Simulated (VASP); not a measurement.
Set up this calculation in VASP 6.6.1, as the native input.

* Task: single point
* Functional: PBEsol
* Potentials or basis: VASP PAW PBE potentials, release 64 (Cd, S)
* Cutoff: 520 eV
* k mesh: 8 × 8 × 8
* Occupations: fermi-dirac, width 0.05 eV
* Spin: no spin polarisation
* Dipole correction: no
* Further INCAR settings: ALGO = Normal; EDIFF = 1e-06; NBANDS = 16

The structure of CdS (Hawleyite) lies in POSCAR:

```
CdS
1.0
    0.0000000000      2.7959130664      2.7959130664
    2.7959130664      0.0000000000      2.7959130664
    2.7959130664      2.7959130664      0.0000000000
Cd S
1 1
Direct
    0.0000000000      0.0000000000      0.0000000000
    0.7500000000      0.7500000000      0.7500000000
```

The input as run:

INCAR

```
SYSTEM = CdS
ALGO = Normal
EDIFF = 1E-6
ENCUT = 520
GGA = PS
ISIF = 2
ISMEAR = -1
LASPH = .TRUE.
LCHARG = .FALSE.
LREAL = .FALSE.
LWAVE = .FALSE.
NBANDS = 16
NELM = 60
PREC = Accurate
SIGMA = 0.05
```

KPOINTS

```
k-points
0
G
  8 8 8
  0 0 0
```

Potentials or basis: VASP PAW PBE potentials, release 64 (Cd, S).

The run is started by

```console
$ cat potpaw_PBE.64/Cd/POTCAR potpaw_PBE.64/S/POTCAR > POTCAR
$ mpirun -np 1 vasp_std > vasp.out
```

It gave:

The pressure is 10.6 GPa and the band gap on the k mesh is 1.26 eV, direct.

Caveat: the PAW data sets were made with another functional, which shifts forces and pressure a little.

Run time: 18 s on 1 thread of Intel(R) Xeon(R) Platinum 8488C (Sapphire Rapids) (shared host), peak memory 0.18 GiB.
